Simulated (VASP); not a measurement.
# CoO (Fm-3m) in VASP: notebook, part 2 of 2

VASP 6.6.1. The steps go on from the part before.

## Step 4: Single point, PBE, collinear spin, ferromagnetic start

Contents of INCAR:

```
PREC = Accurate ; ENCUT = 700
EDIFF = 1E-6 ; ISMEAR = -1
SIGMA = 0.05 ; LREAL = F
LASPH = T ; NELM = 200
ALGO = Normal ; ISIF = 2
LWAVE = F ; LCHARG = F
ISPIN = 2 ; MAGMOM = 1.71 0
LORBIT = 11 ; LMAXMIX = 4
GGA = PE ; NBANDS = 22
GGA_COMPAT = F
```

Contents of KPOINTS:

```
regular mesh
0
Gamma
  11 11 11
```

Contents of POSCAR:

```
CoO
1.0
    0.0000000000      2.1315000000      2.1315000000
    2.1315000000      0.0000000000      2.1315000000
    2.1315000000      2.1315000000      0.0000000000
Co O
1 1
Direct
    0.0000000000      0.0000000000      0.0000000000
    0.5000000000      0.5000000000      0.5000000000
```

Potentials or basis: VASP PAW PBE potentials, release 64 (Co_sv, O).

Command:

```
$ cat potpaw_PBE.64/Co_sv/POTCAR potpaw_PBE.64/O/POTCAR > POTCAR
$ mpirun -np 1 vasp_std > vasp.out
```

OUTCAR:

```text
PREC = Accurate
   ENCUT = 700
   EDIFF = 1E-6
   ISMEAR = -1
   LREAL = F
   LASPH = T
   NELM = 200
   ISIF = 2
   ISPIN = 2
   LORBIT = 11
   GGA = PE

 ion  position               nearest neighbor table
   1  0.000  0.000  0.000-   2 2.13   2 2.13   2 2.13   2 2.13   2 2.13   2 2.13
   2  0.500  0.500  0.500-   1 2.13   1 2.13   1 2.13   1 2.13   1 2.13   1 2.13

  LATTYP: Found a face centered cubic cell.
 ALAT       =     4.2630000000

  Lattice vectors:

 A1 = (   0.0000000000,   2.1315000000,   2.1315000000)
 A2 = (   2.1315000000,   0.0000000000,   2.1315000000)
 A3 = (   2.1315000000,   2.1315000000,   0.0000000000)

Analysis of symmetry for initial positions (statically):
=====================================================================
 Subroutine PRICEL returns:
 Original cell was already a primitive cell.

 Routine SETGRP: Setting up the symmetry group for a
 face centered cubic supercell.

 Subroutine GETGRP returns: Found 48 space group operations
 (whereof 48 operations were pure point group operations)
 out of a pool of 48 trial point group operations.

The static configuration has the point symmetry O_h .

Analysis of symmetry for dynamics (positions and initial velocities):
=====================================================================
 Subroutine PRICEL returns:
 Original cell was already a primitive cell.

 Routine SETGRP: Setting up the symmetry group for a
 face centered cubic supercell.

 Subroutine GETGRP returns: Found 48 space group operations
 (whereof 48 operations were pure point group operations)
 out of a pool of 48 trial point group operations.

The dynamic configuration has the point symmetry O_h .

Analysis of structural, dynamic, and magnetic symmetry:
=====================================================================
 Subroutine PRICEL returns:
 Original cell was already a primitive cell.

 Routine SETGRP: Setting up the symmetry group for a
 face centered cubic supercell.

 Subroutine GETGRP returns: Found 48 space group operations
[... 146 lines left out ...]
  ---------------------------------------------------
  free energy    TOTEN  =       -13.14628115 eV

  energy without entropy =      -13.11221265  energy(sigma->0) =      -13.12924690

 E-fermi :   8.8910     XC(G=0): -12.6775

 val. band max:        8.8783159805   @ k =   0.3636   0.2727   0.0909
 cond. band min:       8.8912018663   @ k =  -0.4545   0.0909   0.0000
 fundamental gap:      0.0128858858
 Fermi energy:         8.8909830142

 spin component 1

 k-point     1 :       0.0000    0.0000    0.0000
  band No.  band energies     occupation
      1     -88.0136      1.00000
      2     -51.2634      1.00000
      3     -51.2634      1.00000
      4     -51.2634      1.00000
      5     -11.3290      1.00000
      6       5.6070      1.00000
[... 589 lines left out ...]
     21      36.4922      0.00000
     22      38.2775      0.00000

 [... further k-points ...]

 spin component 2

 k-point     1 :       0.0000    0.0000    0.0000
  band No.  band energies     occupation
      1     -84.9507      1.00000
      2     -48.2732      1.00000
      3     -48.2731      1.00000
      4     -48.2731      1.00000
      5     -10.8319      1.00000
      6       6.2831      1.00000
[... 589 lines left out ...]
     21      37.0974      0.00000
     22      38.8397      0.00000

 [... further k-points ...]

------------------------ aborting loop because EDIFF is reached ----------------------------------------

  FORCE on cell =-STRESS in cart. coord.  units (eV):
  Direction    XX          YY          ZZ          XY          YZ          ZX
  --------------------------------------------------------------------------------------
  -------------------------------------------------------------------------------------
  Total       -0.3549852     -0.3549852     -0.3549852      0.0000000      0.0000000     -0.0000000
  in kB      -29.3653253    -29.3653253    -29.3653253      0.0000000      0.0000000     -0.0000000
  external PRESSURE =     -29.3653253 kB  Pullay stress =       0.0000000 kB

 VOLUME and BASIS-vectors are now :
 -----------------------------------------------------------------------------
  energy-cutoff  :      700.00
  volume of cell :       19.37
      direct lattice vectors                 reciprocal lattice vectors
     0.000000000  2.131500000  2.131500000    -0.234576589  0.234576589  0.234576589
     2.131500000  0.000000000  2.131500000     0.234576589 -0.234576589  0.234576589
     2.131500000  2.131500000  0.000000000     0.234576589  0.234576589 -0.234576589

 POSITION                                       TOTAL-FORCE (eV/Angst)
 -----------------------------------------------------------------------------------
      0.00000      0.00000      0.00000         0.000000      0.000000     -0.000000
      2.13150      2.13150      2.13150        -0.000000     -0.000000      0.000000
 -----------------------------------------------------------------------------------
    total drift:                                0.000000      0.000000      0.000000

  FREE ENERGIE OF THE ION-ELECTRON SYSTEM (eV)
  ---------------------------------------------------
  free  energy   TOTEN  =       -13.1462811514 eV

  energy  without entropy=      -13.1122126545  energy(sigma->0) =      -13.12924690

 total charge

# of ion       s       p       d       tot
------------------------------------------
    1        2.141   6.062   6.668  14.871
    2        1.551   3.429   0.000   4.980
--------------------------------------------------
tot          3.693   9.491   6.668  19.851

 magnetization (x)

# of ion       s       p       d       tot
------------------------------------------
    1        0.014   0.010   2.498   2.522
    2        0.029   0.267   0.000   0.295
--------------------------------------------------
tot          0.042   0.277   2.498   2.817
```

OSZICAR:

```text
N       E                     dE             d eps       ncg     rms          rms(c)
DAV:   1     0.264574928621E+03    0.26457E+03   -0.14782E+04  6402   0.291E+03
DAV:   2    -0.386174601129E+01   -0.26844E+03   -0.25545E+03  7412   0.729E+02
DAV:   3    -0.154067755286E+02   -0.11545E+02   -0.11401E+02  7022   0.125E+02
DAV:   4    -0.155180392980E+02   -0.11126E+00   -0.11123E+00  5762   0.107E+01
DAV:   5    -0.155220670138E+02   -0.40277E-02   -0.40276E-02  7076   0.223E+00    0.181E+01
DAV:   6    -0.144063374212E+02    0.11157E+01   -0.19550E+01  7898   0.854E+01    0.273E+01
DAV:   7    -0.132062615349E+02    0.12001E+01   -0.68313E+00  6996   0.594E+01    0.857E+00
DAV:   8    -0.131559537950E+02    0.50308E-01   -0.31849E-01  7502   0.745E+00    0.537E+00
DAV:   9    -0.131615247554E+02   -0.55710E-02   -0.15799E-01  9248   0.569E+00    0.312E+00
DAV:  10    -0.131477990010E+02    0.13726E-01   -0.55297E-02  7878   0.447E+00    0.646E-01
DAV:  11    -0.131462038706E+02    0.15951E-02   -0.13862E-02  8376   0.174E+00    0.217E-01
DAV:  12    -0.131462728849E+02   -0.69014E-04   -0.94311E-04  6986   0.373E-01    0.586E-02
DAV:  13    -0.131462804802E+02   -0.75953E-05   -0.11057E-04  7120   0.103E-01    0.310E-02
DAV:  14    -0.131462805549E+02   -0.74648E-07   -0.10598E-05  6820   0.421E-02    0.232E-02
DAV:  15    -0.131462811514E+02   -0.59652E-06   -0.38276E-06  6238   0.372E-02
   1 F= -.13146281E+02 E0= -.13129247E+02  d E =-.340685E-01  mag=     2.9229
```

It took 73 s on 1 thread of Intel Xeon Platinum 8375C at 2.90GHz (Ice Lake), shared host; peak memory 0.2 GiB.

Results:

```
Free energy                                           : -13.1463 eV
Pressure                                              : -2.9 GPa
Net moment                                            : 2.92 μB per cell
Site moments                                          : Co +2.52; O +0.29 μB
Valence electrons inside the program's atomic spheres : Co 14.87; O 4.98
```

Caveat: a cell with one magnetic atom can't hold antiferromagnetic order, which such compounds often take; semilocal functionals often make such compounds metallic where correlation or magnetic order opens a gap, which also shifts bond lengths. With open d or f shells a metallic result of PBE can be an artefact of self-interaction; +U or a hybrid may open a gap.

## Step 5: Overview

```tsv
level	cell	k mesh	smearing	gap on the mesh (eV)	pressure (GPa)	moment (μB)
PBEsol	a = 3.014 Å, angles 60.0°, 2 atoms	9 × 9 × 9	gaussian 0.05 eV	none	-11.8	2.99
PBE+D3(BJ)	a = 3.008 Å, angles 60.0°, 2 atoms	11 × 11 × 11	fermi-dirac 0.05 eV	none	-1.1	2.91
PBE	a = 3.014 Å, angles 60.0°, 2 atoms	11 × 11 × 11	fermi-dirac 0.05 eV	none	-2.9	2.92
```

Alike in all rows: task single point; potentials or basis VASP PAW PBE potentials, release 64 (Co_sv, O); spin collinear, ferromagnetic start; cutoff (eV) 700.

Caveats: a cell with one magnetic atom can't hold antiferromagnetic order, which such compounds often take; semilocal functionals often make such compounds metallic where correlation or magnetic order opens a gap, which also shifts bond lengths; the cell stands under tension (at least some runs); the PAW data sets were made with another functional, which shifts forces and pressure a little (at least some runs).

Total energies depend on the potentials used, so only differences within one code and one set of settings carry meaning.

The gap in the log of VASP goes by the Fermi energy; the results here count the filled bands.